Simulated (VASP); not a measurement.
Here is a VASP 6.6.1 calculation.

POSCAR

```
Nb
1.0
    2.7788583492      0.0000000000      0.0000000000
    0.0000000000      2.7788583492      0.0000000000
    0.0000000000      0.0000000000      2.7788583492
Nb
1
Direct
    0.0000000000      0.0000000000      0.0000000000
```

File INCAR.step1:

```
SYSTEM = Nb
  PREC = Accurate
  ENCUT = 520
  ISMEAR = -1
  SIGMA = 0.05
  LREAL = .False.
  LASPH = .True.
  NELM = 150
  ISPIN = 2
  MAGMOM = 1
  LMAXMIX = 4
  NBANDS = 16
  GGA = PE
  ALGO = Normal
  EDIFF = 1E-4
  LWAVE = .True.
  LCHARG = .False.
```

The input INCAR.step2:

```
SYSTEM = Nb
  PREC = Accurate
  ENCUT = 520
  EDIFF = 1E-6
  ISMEAR = -1
  SIGMA = 0.05
  LREAL = .False.
  LASPH = .True.
  NELM = 150
  ALGO = Normal
  ISIF = 2
  LWAVE = .False.
  LCHARG = .False.
  ISPIN = 2
  MAGMOM = 1
  LORBIT = 11
  LMAXMIX = 4
  METAGGA = R2SCAN
  LMIXTAU = .True.
  NBANDS = 16
  ISTART = 1
```

KPOINTS

```
regular mesh
0
Gamma
  19 19 19
  0 0 0
```

Potentials or basis: VASP PAW PBE potentials, release 64 (Nb_sv).

Command:

```bash
$ cat potpaw_PBE.64/Nb_sv/POTCAR > POTCAR
$ cp INCAR.step1 INCAR
$ mpirun -np 1 vasp_std > vasp.out
$ cp INCAR.step2 INCAR
$ mpirun -np 1 vasp_std > vasp.out
```

Estimate the pressure.

-8.7 GPa.

Predict the net moment.

0.00 μB per cell.

Caveat: the cell stands under tension; the PAW data sets were made with another functional, which shifts forces and pressure a little.
